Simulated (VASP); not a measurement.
The system is Pd.

```xyz
1
Lattice="2.5624 0.0000 0.0000 0.0000 2.5624 0.0000 0.0000 0.0000 2.5624" Properties=species:S:1:pos:R:3 pbc="T T T"
Pd    0.0000    0.0000    0.0000
```

```yaml
Program: VASP 6.6.1
Task: relaxation of cell and atoms
Functional: PBE
Potentials_or_basis: VASP PAW PBE potentials, release 64 (Pd)
Cutoff: 600 eV
k_mesh: 13 × 13 × 13
Occupations: fermi-dirac, width 0.03 eV
Spin: no spin polarisation
```

At the start: pressure 7.9 GPa; volume 16.82 Å³/atom.

Where does the relaxation end?

Over 14 steps the energy falls by 22.2 meV/atom and the volume is 17.78 Å³/atom (+5.7 %); space group Pm-3m (No. 221, to 0.05 Å).

The path:
```tsv
step	energy change (eV)	largest force (eV/Å)	pressure (GPa)	volume (Å³)
1	0.0000	0.0000	7.90	16.82
2	0.0023	0.0000	-6.42	18.93
3	-0.0222	0.0000	-0.08	17.79
4	-0.0222	0.0000	0.08	17.77
5	-0.0222	0.0000	0.06	17.77
6	-0.0222	0.0000	0.06	17.77
7	-0.0222	0.0000	0.06	17.77
8	-0.0222	0.0000	0.06	17.77
9	-0.0222	0.0000	0.06	17.77
10	-0.0222	0.0000	0.06	17.77
11	-0.0222	0.0000	0.06	17.77
12	-0.0222	0.0000	0.06	17.77
13	-0.0222	0.0000	0.05	17.78
14	-0.0222	0.0000	0.04	17.78
```

Final structure:
```
Pd
1.0
     2.60983    0.00000    0.00000
     0.00000    2.60983    0.00000
     0.00000    0.00000    2.60983
Pd
1
Direct
  0.00000 0.00000 0.00000
```
